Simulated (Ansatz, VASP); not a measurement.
**AlSn: VASP beside Ansatz**

```xyz
2
Lattice="4.1124 0.0000 0.0000 -2.0562 3.5614 0.0000 0.0000 0.0000 3.2393" Properties=species:S:1:pos:R:3 pbc="T T T"
Sn    0.0000    2.3743    1.6197
Al    0.0000    0.0000    0.0000
```

Change from the starting cell: volume scaled by 0.94.

Alike in both runs: task single point; functional LDA; k mesh 7 × 7 × 8; occupations fermi-dirac, width 0.05 eV; no spin polarisation.

|  | VASP | Ansatz |
| --- | --- | --- |
| version | VASP 6.6.1 | Ansatz 0.2.0 |
| potentials or method | VASP PAW LDA potentials, release 64 (Sn_d, Al), cutoff 520 eV | all-electron LAPW, scalar-relativistic |

VASP gave:

| Quantity | Value |
| --- | --- |
| gap on the k mesh at the Fermi level (eV) | none |
| pressure (GPa) | 0.2 |
| traceless stress, the component that is largest in VASP (GPa) | 0.59 |

Question: What did Ansatz give for the same quantities?

Answer: gap on the k mesh at the Fermi level (eV): none; pressure (GPa): 0.2; traceless stress, the component that is largest in VASP (GPa): 0.60.

LDA's correlation is that of Perdew and Zunger in VASP and of Perdew and Wang (1992) in Ansatz. A gap of «none» marks a metal or a gap that the smearing closes. Ansatz ran all-electron here, and VASP with PAW potentials.
